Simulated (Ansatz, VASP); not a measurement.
**One calculation of GaN, two programs**

```
Ga N
1.0
     0.00000    2.24895    2.24895
     2.24895    0.00000    2.24895
     2.24895    2.24895    0.00000
Ga N
1 1
Direct
  0.00000 0.00000 0.00000
  0.25000 0.25000 0.25000
```

Alike in both runs: task single point; functional HSE06; k mesh 6 × 6 × 6; no spin polarisation.

|  | VASP | Ansatz |
| --- | --- | --- |
| version | VASP 6.6.1 | Ansatz 0.2.0 |
| potentials or method | VASP PAW PBE potentials, release 64 (Ga_d, N) | plane waves, PAW |
| plane-wave cutoff (eV) | 520 | 420 |
| occupations | gaussian, width 0.01 eV | fixed |
| valence electrons in the cell | 18 | 18 |

|  | VASP | Ansatz | Ansatz less VASP |
| --- | --- | --- | --- |
| gap on the k mesh at the Fermi level (eV) | 3.02 | 3.01 | -0.017 |
| pressure (GPa) | -0.1 | 0.0 | +0.05 |

Ansatz's warnings: stress exchange threshold loose, stress scf threshold loose.
